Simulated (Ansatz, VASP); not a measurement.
## SnO: VASP beside Ansatz

```
Sn O
1.0
     3.67881    0.00000    0.00000
     0.00000    3.67881    0.00000
     0.00000    0.00000    4.61564
Sn O
2 2
Direct
  0.00000 0.50000 0.25515
  0.50000 0.00000 0.74485
  0.50000 0.50000 0.00000
  0.00000 0.00000 0.00000
```

Change from the starting cell: hydrostatic strain -3.0%.

Alike in both runs: task single point; functional HSE06; k mesh 4 × 4 × 4; occupations fermi-dirac, width 0.02 eV; no spin polarisation.

```csv
,VASP,Ansatz
version,VASP 6.6.1,Ansatz 0.2.0
potentials or method,"VASP PAW PBE potentials, release 64 (Sn_d, O)","plane waves, PAW"
plane-wave cutoff (eV),520,420
valence electrons in the cell,40,40
```

|  | VASP | Ansatz | Ansatz less VASP |
| --- | --- | --- | --- |
| pressure (GPa) | 6.4 | 5.9 | -0.44 |
| traceless stress, the component that is largest in VASP (GPa) | -2.76 | -2.84 | -0.074 |
| rms of the force components (eV/Å) | 0.023 | 0.028 | +0.0048 |

Atom by atom the forces differ by 0.050 eV/Å (rms over components). Ansatz's warnings: filled band counts differ across k points, stress exchange threshold loose, stress scf threshold loose.

The k mesh is coarse, so the values compare programs but aren't converged.
